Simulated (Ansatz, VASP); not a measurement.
One calculation of GaN, two programs

```
Ga N
1.0
     0.00000    1.95265    1.99250
     1.95265    0.00000    1.99250
     1.95265    1.95265    0.00000
Ga N
1 1
Direct
  0.50000 0.50000 0.50000
  0.00000 0.00000 0.00000
```

Change from the starting cell: equal xx and yy strain of -2 %, crystal datasets.

Alike in both runs: task electric field gradients; functional PBEsol; k mesh 13 × 13 × 13; occupations fermi-dirac, width 0.02 eV; no spin polarisation.

|  | VASP | Ansatz |
| --- | --- | --- |
| version | VASP 6.6.1 | Ansatz 0.2.0 |
| potentials or method | VASP PAW PBE potentials, release 64 (Ga_d, N), cutoff 520 eV | all-electron PAW with datasets made for the crystal, scalar-relativistic |

```csv
,VASP,Ansatz,Ansatz less VASP
gap on the k mesh at the Fermi level (eV),1.96,1.98,+0.015
pressure (GPa),80.5,79.7,-0.78
"traceless stress, the component that is largest in VASP (GPa)",-8.04,-8.15,-0.114
size of Vzz on the site where it differs most (V/Å²),21.9,22.1,+0.19
```

VASP's potentials were made for PBE, not for PBEsol. Both programs put the cell under a high pressure, so it lies far from rest at this level. Ansatz ran all-electron here, and VASP with PAW potentials.

Noted on VASP's run: the cell as given lies far from equilibrium.
